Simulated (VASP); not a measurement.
# MgO2 (R-3m) in VASP: notebook

The runs below take MgO2 through single point, with r2SCAN.

All numbers are computed with VASP 6.6.1; they aren't measurements. Logs are shortened: lines on timing, memory, paths and dates and some standing lists are left out, and cuts for length are marked.

**1. The cell of the first run**

It takes space group R-3m (No. 166, trigonal). The conventional cell has a = 2.953 Å, b = 2.953 Å, c = 9.643 Å, α = 90.00°, β = 90.00°, γ = 120.00°. Within 2.6 Å of Mg (site symmetry -3m) lie 6 O at 1.94 Å. O (site symmetry 3m) has 1 O at 1.37 Å within 1.8 Å.

**2. Single point, r2SCAN (strain -0.080 along x and y, -0.080 along z)**

File POSCAR:

```
MgO2
1.0
    1.4763801347      0.8523884682      3.2144605649
   -1.4763801347      0.8523884682      3.2144605649
    0.0000000000     -1.7047769364      3.2144605649
Mg O
1 2
Direct
    0.0000000000      0.0000000000      0.0000000000
    0.4287860000      0.4287860000      0.4287860000
    0.5712140000      0.5712140000      0.5712140000
```

File INCAR.step1:

```
SYSTEM = MgO2
  PREC = Accurate
  ENCUT = 520
  ISMEAR = 0
  SIGMA = 0.05
  LREAL = .FALSE.
  LASPH = .TRUE.
  NELM = 60
  NBANDS = 14
  GGA = PE
  ALGO = Normal
  EDIFF = 1E-4
  LWAVE = .TRUE.
  LCHARG = .FALSE.
```

File INCAR.step2:

```
SYSTEM = MgO2
  PREC = Accurate
  ENCUT = 520
  EDIFF = 1E-6
  ISMEAR = 0
  SIGMA = 0.05
  LREAL = .FALSE.
  LASPH = .TRUE.
  NELM = 60
  ALGO = Normal
  ISIF = 2
  LWAVE = .FALSE.
  LCHARG = .FALSE.
  METAGGA = R2SCAN
  LMIXTAU = .TRUE.
  NBANDS = 14
  ISTART = 1
```

File KPOINTS:

```
regular mesh
0
G
  12 12 12
  0 0 0
```

Potentials or basis: VASP PAW PBE potentials, release 64 (Mg, O).

Command:

```console
$ cat potpaw_PBE.64/Mg/POTCAR potpaw_PBE.64/O/POTCAR > POTCAR
$ cp INCAR.step1 INCAR
$ mpirun -np 1 vasp_std > vasp.out
$ cp INCAR.step2 INCAR
$ mpirun -np 1 vasp_std > vasp.out
```

OUTCAR:

```text
SYSTEM = MgO2
   PREC = Accurate
   ENCUT = 520
   EDIFF = 1E-6
   ISMEAR = 0
   LREAL = .FALSE.
   LASPH = .TRUE.
   NELM = 60
   ISIF = 2
   METAGGA = R2SCAN
   ISTART = 1

 ion  position               nearest neighbor table
   1  0.000  0.000  0.000-   3 1.94   3 1.94   2 1.94   2 1.94   3 1.94   2 1.94
   2  0.429  0.429  0.429-   3 1.37   1 1.94   1 1.94   1 1.94
   3  0.571  0.571  0.571-   2 1.37   1 1.94   1 1.94   1 1.94

  LATTYP: Found a trigonal (rhomboedric) cell.
 ALAT       =     3.6385465678
 COS(alpha) =     0.6707160928

  Lattice vectors:

 A1 = (   1.4763801347,   0.8523884682,   3.2144605649)
 A2 = (  -1.4763801347,   0.8523884682,   3.2144605649)
 A3 = (   0.0000000000,  -1.7047769364,   3.2144605649)

Analysis of symmetry for initial positions (statically):
=====================================================================
 Subroutine PRICEL returns:
 Original cell was already a primitive cell.

 Routine SETGRP: Setting up the symmetry group for a
 trigonal (rhombohedral) supercell.

 Subroutine GETGRP returns: Found 12 space group operations
 (whereof 12 operations were pure point group operations)
 out of a pool of 12 trial point group operations.

The static configuration has the point symmetry D_3d.

Analysis of symmetry for dynamics (positions and initial velocities):
=====================================================================
 Subroutine PRICEL returns:
 Original cell was already a primitive cell.

 Routine SETGRP: Setting up the symmetry group for a
 trigonal (rhombohedral) supercell.

 Subroutine GETGRP returns: Found 12 space group operations
 (whereof 12 operations were pure point group operations)
 out of a pool of 12 trial point group operations.

The dynamic configuration has the point symmetry D_3d.

 Subroutine INISYM returns: Found 12 space group operations
 (whereof 12 operations are pure point group operations),
 and found     1 'primitive' translations

----------------------------------------------------------------------------------------

                                     Primitive cell

  volume of cell :      24.2714

  direct lattice vectors                    reciprocal lattice vectors
     1.476380135  0.852388468  3.214460565     0.338666166  0.195529002  0.103698063
    -1.476380135  0.852388468  3.214460565    -0.338666166  0.195529002  0.103698063
     0.000000000 -1.704776936  3.214460565     0.000000000 -0.391058004  0.103698063

  length of vectors
     3.638546568  3.638546568  3.638546568     0.404573419  0.404573419  0.404573419

  position of ions in fractional coordinates (direct lattice)
     0.000000000  0.000000000  0.000000000
     0.428786000  0.428786000  0.428786000
     0.571214000  0.571214000  0.571214000

  ion indices of the primitive-cell ions
   primitive index   ion index
                 1           1
                 2           2
                 3           3

----------------------------------------------------------------------------------------

 KPOINTS: regular mesh

Automatic generation of k-mesh.
 Grid dimensions read from file:
 generate k-points for:   12   12   12

 Generating k-lattice:

  Cartesian coordinates                     Fractional coordinates (reciprocal lattice)
     0.028222181  0.016294084  0.008641505     0.083333333  0.000000000  0.000000000
    -0.028222181  0.016294084  0.008641505     0.000000000  0.083333333  0.000000000
     0.000000000 -0.032588167  0.008641505     0.000000000  0.000000000  0.083333333

  Length of vectors
     0.033714452  0.033714452  0.033714452

  Shift w.r.t. Gamma in fractional coordinates (k-lattice)
     0.000000000  0.000000000  0.000000000

 Subroutine IBZKPT returns following result:
 ===========================================

 Found    189 irreducible k-points:

 Following reciprocal coordinates:
            Coordinates               Weight
  0.000000  0.000000  0.000000      1.000000
  0.083333 -0.000000  0.000000      6.000000
  0.166667  0.000000  0.000000      6.000000
  0.250000  0.000000 -0.000000      6.000000
  0.333333  0.000000  0.000000      6.000000
  0.416667 -0.000000  0.000000      6.000000
[... 16 lines left out ...]
  0.500000  0.166667  0.000000     12.000000
 -0.416667  0.166667  0.000000     12.000000
 [... further k-points ...]
   k-points           NKPTS =    189   k-points in BZ     NKDIM =    189   number of bands    NBANDS=     14
   number of dos      NEDOS =    301   number of ions     NIONS =      3
   total plane-waves  NPLWV =  21952
   dimension x,y,z NGX =    28 NGY =   28 NGZ =   28
   dimension x,y,z NGXF=    56 NGYF=   56 NGZF=   56
   ions per type =               1   2
   NGX,Y,Z   is equivalent  to a cutoff of  12.79, 12.79, 12.79 a.u.
   NGXF,Y,Z  is equivalent  to a cutoff of  25.59, 25.59, 25.59 a.u.
 SYSTEM =  MgO2
   PREC   = accura    normal or accurate (medium, high low for compatibility)
   ISTART =      1    job   : 0-new  1-cont  2-samecut
   ICHARG =      0    charge: 1-file 2-atom 10-const
   ISPIN  =      1    spin polarized calculation?
   LNONCOLLINEAR =      F non collinear calculations
   LSORBIT =      F    spin-orbit coupling
   LASPH  =      T    aspherical Exc in radial PAW
   ENCUT  =  520.0 eV  38.22 Ry    6.18 a.u.   6.77  6.77  6.77*2*pi/ulx,y,z
   NELM   =     60;   NELMIN=  2; NELMDL=  0     # of ELM steps
   EDIFF  = 0.1E-05   stopping-criterion for ELM
   LREAL  =      F    real-space projection
   EDIFFG = 0.1E-04   stopping-criterion for IOM
   NSW    =      0    number of steps for IOM
   IBRION =     -1    ionic relax: 0-MD 1-quasi-New 2-CG
   NFREE  =      0    steps in history (QN), initial steepest desc. (CG)
   ISIF   =      2    stress and relaxation
   ISYM   =      2    0-nonsym 1-usesym 2-fastsym
   POTIM  = 0.5000    time-step for ionic-motion
   TEBEG  =    0.0;   TEEND  =   0.0 temperature during run
   PSTRESS=    0.0 pullay stress
   NELECT =      14.0000    total number of electrons
   NUPDOWN=      -1.0000    fix difference up-down
   EMIN   =  10.00;   EMAX   =-10.00  energy-range for DOS
   EFERMI =   0.00;   METHOD = LEGACY
   ISMEAR =     0;   SIGMA  =   0.05  broadening in eV -4-tet -1-fermi 0-gaus
   EFERMI_NEDOS =   21; number of points for ismear=-14 and -15
   IALGO  =     38    algorithm
   IMIX   =      4    mixing-type and parameters
     AMIX     =   0.40;   BMIX     =  1.00
     AMIX_MAG =   1.60;   BMIX_MAG =  1.00
  volume/ion in A,a.u.               =       8.09        54.60
  Fermi-wavevector in a.u.,A,eV,Ry     =   1.362759  2.575242 25.267553  1.857113
  Thomas-Fermi vector in A             =   2.489221
   LORBIT       =      0    0 simple, 1 ext, 2 COOP (PROOUT), +10 PAW based schemes
   METAGGA = R2SCAN    functional components
   LHFCALC =     F    Hartree Fock is set to
   AEXX    =    0.0000 exact exchange contribution
   IVDW    =     0    specifies the selected vdW correction
   LEPSILON=     F    determine dielectric tensor
   LRPA    =     F    only Hartree local field effects (RPA)
 non-spin polarized calculation
 Gauss-broadening in eV      SIGMA  =   0.05
  energy-cutoff  :      520.00
  volume of cell :       24.27
 maximum number of plane-waves:       696
   NGX = 13   NGY = 13   NGZ = 13

 number of electron      14.0000002 magnetization

 Free energy of the ion-electron system (eV)
  ---------------------------------------------------
  ext. energy  EPLUGINS =         0.00000000
  ---------------------------------------------------
  free energy    TOTEN  =       -20.86153115 eV

  energy without entropy =      -20.86153115  energy(sigma->0) =      -20.86153115

 E-fermi :   5.0738     XC(G=0): -12.0723

 val. band max:        4.7566666342   @ k =   0.5000   0.5000   0.5000
 cond. band min:       9.4314565829   @ k =   0.4167   0.4167   0.4167
 fundamental gap:      4.6747899487
 Fermi energy:         5.0737734451

 k-point     1 :       0.0000    0.0000    0.0000
  band No.  band energies     occupation
      1     -20.1789      2.00000
      2     -10.7475      2.00000
      3      -4.7955      2.00000
      4       0.1601      2.00000
      5       0.1601      2.00000
      6       3.4948      2.00000
      7       3.4948      2.00000
      8      10.9336      0.00000
      9      11.7038      0.00000
     10      20.4607      0.00000
     11      21.4175      0.00000
     12      21.4175      0.00000
     13      22.4962      0.00000
     14      25.3446      0.00000

 k-point     2 :       0.0833   -0.0000    0.0000
  band No.  band energies     occupation
      1     -20.1317      2.00000
      2     -10.7871      2.00000
      3      -4.7240      2.00000
      4      -0.0852      2.00000
      5       0.1216      2.00000
      6       3.4329      2.00000
      7       3.4633      2.00000
      8      11.1982      0.00000
      9      11.7918      0.00000
     10      20.2698      0.00000
     11      20.9140      0.00000
     12      21.6703      0.00000
     13      22.5796      0.00000
     14      24.9810      0.00000

 k-point     3 :       0.1667    0.0000    0.0000
  band No.  band energies     occupation
      1     -20.0007      2.00000
      2     -10.8928      2.00000
      3      -4.5326      2.00000
      4      -0.7153      2.00000
      5       0.0180      2.00000
      6       3.2997      2.00000
      7       3.3785      2.00000
      8      11.5578      0.00000
      9      12.3066      0.00000
     10      19.3030      0.00000
     11      20.7172      0.00000
     12      22.4108      0.00000
     13      22.7037      0.00000
     14      24.2248      0.00000
[... 324 lines left out ...]
 k-point    23 :       0.5000    0.1667    0.0000
  band No.  band energies     occupation
      1     -19.3857      2.00000
      2     -11.4757      2.00000
      3      -3.2644      2.00000
      4      -2.9226      2.00000
      5      -0.8045      2.00000
      6       2.7312      2.00000
      7       3.4737      2.00000
      8      11.0067      0.00000
      9      15.9294      0.00000
     10      17.1312      0.00000
     11      20.6793      0.00000
     12      22.5868      0.00000
     13      23.0404      0.00000
     14      25.3673      0.00000

 k-point    24 :      -0.4167    0.1667    0.0000
  band No.  band energies     occupation
      1     -19.3650      2.00000
      2     -11.3823      2.00000
      3      -3.6412      2.00000
      4      -2.6944      2.00000
      5      -0.8702      2.00000
      6       2.7981      2.00000
      7       3.2005      2.00000
      8      11.0978      0.00000
      9      15.9367      0.00000
     10      17.5722      0.00000
     11      20.9390      0.00000
     12      22.1928      0.00000
     13      23.0688      0.00000
     14      25.3987      0.00000

 [... further k-points ...]

------------------------ aborting loop because EDIFF is reached ----------------------------------------

  FORCE on cell =-STRESS in cart. coord.  units (eV):
  Direction    XX          YY          ZZ          XY          YZ          ZX
  --------------------------------------------------------------------------------------
  -------------------------------------------------------------------------------------
  Total        5.4797520      5.4797520     10.7608446      0.0000000     -0.0000000      0.0000000
  in kB      361.7232108    361.7232108    710.3327407      0.0000000     -0.0000000      0.0000000
  external PRESSURE =     477.9263874 kB  Pullay stress =       0.0000000 kB

 VOLUME and BASIS-vectors are now :
 -----------------------------------------------------------------------------
  energy-cutoff  :      520.00
  volume of cell :       24.27
      direct lattice vectors                 reciprocal lattice vectors
     1.476380135  0.852388468  3.214460565     0.338666166  0.195529002  0.103698063
    -1.476380135  0.852388468  3.214460565    -0.338666166  0.195529002  0.103698063
     0.000000000 -1.704776936  3.214460565     0.000000000 -0.391058004  0.103698063

 POSITION                                       TOTAL-FORCE (eV/Angst)
 -----------------------------------------------------------------------------------
      0.00000      0.00000      0.00000         0.000000      0.000000     -0.000000
      0.00000      0.00000      4.13495         0.000000      0.000000     -1.742047
      0.00000      0.00000      5.50843         0.000000     -0.000000      1.742047
 -----------------------------------------------------------------------------------
    total drift:                               -0.000000      0.000000      0.000000

  FREE ENERGIE OF THE ION-ELECTRON SYSTEM (eV)
  ---------------------------------------------------
  free  energy   TOTEN  =       -20.8615311505 eV

  energy  without entropy=      -20.8615311505  energy(sigma->0) =      -20.86153115
```

It took 6.8 min on 1 thread of Intel Xeon 8259CL, shared host; peak memory 0.21 GiB.

Results:

```yaml
Free_energy: -20.8615 eV
Pressure: 47.8 GPa
Largest_force: 1.742 eV/Å
Band_gap_on_the_k_mesh: 4.67 eV (least direct gap 4.72 eV)
```

Forces on the atoms (eV/Å):
```
Mg   0.000  0.000  0.000
O    0.000  0.000 -1.742
O    0.000  0.000  1.742
```

Levels at points of the mesh, in eV from the valence-band top:
```tsv
k point	band 3	band 4	band 5	band 6	band 7	band 8	band 9	band 10	band 11	band 12
(0.00, 0.00, 0.00)	-9.55	-4.60	-4.60	-1.26	-1.26	6.18	6.95	15.70	16.66	16.66
(0.50, 0.00, 0.00)	-8.21	-8.07	-5.14	-1.71	-1.50	6.28	10.23	13.13	15.71	17.55
(0.50, 0.50, 0.00)	-7.37	-7.29	-5.91	-2.70	-0.30	5.83	8.77	13.50	16.42	16.58
(0.50, 0.50, 0.50)	-5.70	-5.36	-5.36	0.00	0.00	4.72	5.76	13.21	16.73	16.73
```

Caveat: the cell differs from its parent crystal (strain -0.080 along x and y, -0.080 along z); the cell stands under pressure; the PAW data sets were made with another functional, which shifts forces and pressure a little.

**3. Single point, r2SCAN (strain -0.080 along x and y, -0.040 along z)**

File POSCAR:

```
MgO2
1.0
    1.4763801347      0.8523884682      3.3542197199
   -1.4763801347      0.8523884682      3.3542197199
    0.0000000000     -1.7047769364      3.3542197199
Mg O
1 2
Direct
    0.0000000000      0.0000000000      0.0000000000
    0.4287860000      0.4287860000      0.4287860000
    0.5712140000      0.5712140000      0.5712140000
```

File INCAR.step1:

```
ALGO     = Normal         # electronic algorithm
EDIFF    = 1E-4           # SCF threshold, eV
ENCUT    = 520            # plane-wave cutoff, eV
GGA      = PE             # functional
ISMEAR   = 0              # smearing method
LASPH    = T              # aspherical terms in the spheres
LCHARG   = F              # write CHGCAR
LREAL    = F              # projectors in reciprocal space
LWAVE    = T              # write WAVECAR
NBANDS   = 14             # bands
NELM     = 80             # most SCF steps
PREC     = Accurate       # precision mode
SIGMA    = 0.05           # smearing width, eV
```

File INCAR.step2:

```
ALGO     = Normal         # electronic algorithm
EDIFF    = 1E-6           # SCF threshold, eV
ENCUT    = 520            # plane-wave cutoff, eV
ISIF     = 2              # what is computed and relaxed
ISMEAR   = 0              # smearing method
ISTART   = 1            
LASPH    = T              # aspherical terms in the spheres
LCHARG   = F              # write CHGCAR
LMIXTAU  = T            
LREAL    = F              # projectors in reciprocal space
LWAVE    = F              # write WAVECAR
METAGGA  = R2SCAN         # meta-GGA
NBANDS   = 14             # bands
NELM     = 80             # most SCF steps
PREC     = Accurate       # precision mode
SIGMA    = 0.05           # smearing width, eV
```

File KPOINTS:

```
k-points
0
Gamma
  12 12 12
```

Potentials or basis: VASP PAW PBE potentials, release 64 (Mg, O).

Command:

```console
$ cat potpaw_PBE.64/Mg/POTCAR potpaw_PBE.64/O/POTCAR > POTCAR
$ cp INCAR.step1 INCAR
$ mpirun -np 1 vasp_std > vasp.out
$ cp INCAR.step2 INCAR
$ mpirun -np 1 vasp_std > vasp.out
```

Run time: 6.7 min. Hardware: 1 thread of Intel Xeon 8259CL, shared host; peak memory 0.22 GiB.

The run converged. Its results:

| Quantity | Value |
| --- | --- |
| Free energy | -21.1942 eV |
| Pressure | 31.0 GPa |
| Largest force | 0.139 eV/Å |
| Band gap on the k mesh | 3.55 eV |

Forces on the atoms (eV/Å):
```
Mg   0.000  0.000  0.000
O    0.000  0.000  0.139
O    0.000  0.000 -0.139
```

Stress tensor (GPa, compression positive):
```
31.01  0.00  0.00
 0.00 31.01  0.00
 0.00  0.00 30.86
```

Levels at points of the mesh, in eV from the valence-band top:
```tsv
k point	band 5	band 6	band 7	band 8	band 9	band 10
(0.00, 0.00, 0.00)	-3.88	-1.08	-1.08	6.21	6.61	14.84
(0.50, 0.00, 0.00)	-4.43	-1.61	-1.53	5.40	10.59	13.56
(0.50, 0.50, 0.00)	-5.12	-2.69	-0.34	4.79	9.40	13.90
(0.50, 0.50, 0.50)	-4.56	0.00	0.00	3.55	6.44	12.64
```

Caveat: the cell differs from its parent crystal (strain -0.080 along x and y, -0.040 along z); the cell stands under pressure; the PAW data sets were made with another functional, which shifts forces and pressure a little.
